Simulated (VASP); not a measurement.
A run of VASP 6.6.1 is set up as follows.

The input INCAR:

```
PREC = Accurate
ENCUT = 520
EDIFF = 1E-7
ISMEAR = -1
SIGMA = 0.08
LREAL = False
LASPH = True
NELM = 60
ALGO = Normal
ISIF = 2
LWAVE = False
LCHARG = False
GGA = PE
NBANDS = 14
```

KPOINTS

```
Automatic mesh
0
Gamma
  14 14 8
```

File POSCAR:

```
Re
1.0
    2.7977061402      0.0000000000      0.0000000000
   -1.3988530700      2.4228845897      0.0000000000
    0.0000000000      0.0000000000      4.5229545082
Re
2
Direct
    0.3333333333      0.6666666667      0.2500000000
    0.6666666667      0.3333333333      0.7500000000
```

Potentials or basis: VASP PAW PBE potentials, release 64 (Re).

Command:

```console
$ cat potpaw_PBE.64/Re/POTCAR > POTCAR
$ mpirun -np 1 vasp_std > vasp.out
```

(1) Predict the band gap on the k mesh.

(2) Predict the pressure.

Results:

(1) zero (bands 7 and 8 overlap by 3.07 eV).

(2) -9.2 GPa.

Caveat: the cell stands under tension; spin-orbit coupling is left out, which moves the levels of the heavy elements.
